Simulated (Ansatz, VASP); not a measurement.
MgO: VASP beside Ansatz

```
Mg O
1.0
     2.98187    0.00000    0.00000
     1.49093    2.58237    0.00000
     1.49093    0.86079    2.43469
Mg O
1 1
Direct
  0.00000 0.00000 0.00000
  0.50000 0.50000 0.50000
```

Alike in both runs: task single point; functional LDA; k mesh 8 × 8 × 8; no spin polarisation.

|  | VASP | Ansatz |
| --- | --- | --- |
| version | VASP 6.6.1 | Ansatz 0.2.0 |
| potentials or method | VASP PAW LDA potentials, release 64 (Mg, O), cutoff 520 eV | plane waves, PAW |
| occupations | gaussian, width 0.01 eV | fixed |
| valence electrons in the cell | 8 | 16 |

```tsv
	VASP	Ansatz	Ansatz less VASP
gap on the k mesh at the Fermi level (eV)	4.62	4.62	+0.002
```

LDA's correlation is that of Perdew and Zunger in VASP and of Perdew and Wang (1992) in Ansatz. VASP's potentials hold 8 valence electrons a cell and Ansatz's 16, so a difference there can come from the potentials and not from the codes.
